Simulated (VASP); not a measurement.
Set up this calculation in VASP 6.6.1, as the native input.

| Property | Result |
| --- | --- |
| Task | single point |
| Functional | PBE |
| Dispersion | D3(BJ) |
| Potentials or basis | VASP PAW PBE potentials, release 64 (Tl_d) |
| Cutoff | 520 eV |
| k mesh | 15 × 15 × 8 |
| Occupations | gaussian, width 0.1 eV |
| Spin | no spin polarisation |
| Dipole correction | no |
| Further INCAR settings | ALGO = Fast; EDIFF = 1e-06; NBANDS = 20 |

The structure of Tl lies in POSCAR:

```
Tl
1.0
    3.6486561991      0.0000000000      0.0000000000
   -1.8243280995      3.1598289581      0.0000000000
    0.0000000000      0.0000000000      5.6500632322
Tl
2
Direct
    0.3333333333      0.6666666667      0.2500000000
    0.6666666667      0.3333333333      0.7500000000
```

This cell differs from its parent crystal: volume scaled by 1.10, then relaxed in part.

The input as run:

INCAR

```
PREC = Accurate ; ENCUT = 520
EDIFF = 1E-6 ; ISMEAR = 0
SIGMA = 0.1 ; LREAL = F
LASPH = T ; NELM = 100
ALGO = Fast ; ISIF = 2
LWAVE = F ; LCHARG = F
GGA = PE ; IVDW = 12
NBANDS = 20
```

KPOINTS

```
Automatic mesh
0
Gamma
  15 15 8
```

Potentials or basis: VASP PAW PBE potentials, release 64 (Tl_d).

Launch:

```sh
$ cat potpaw_PBE.64/Tl_d/POTCAR > POTCAR
$ mpirun -np 1 vasp_std > vasp.out
```

It gave:

```yaml
Pressure: -2.5 GPa
Band_gap_on_the_k_mesh: zero (band 13 reaches 8.64 eV, above the bottom of band 14 at 3.49 eV)
Dispersion_energy_per_atom: -0.300 eV
```

Caveat: spin-orbit coupling is left out, which moves the levels of the heavy elements; pairwise dispersion overbinds metals, which lowers pressure and volume.

Run time: 63 s on 1 thread of Intel(R) Xeon(R) Platinum 8488C (Sapphire Rapids) (shared host), peak memory 0.28 GiB.
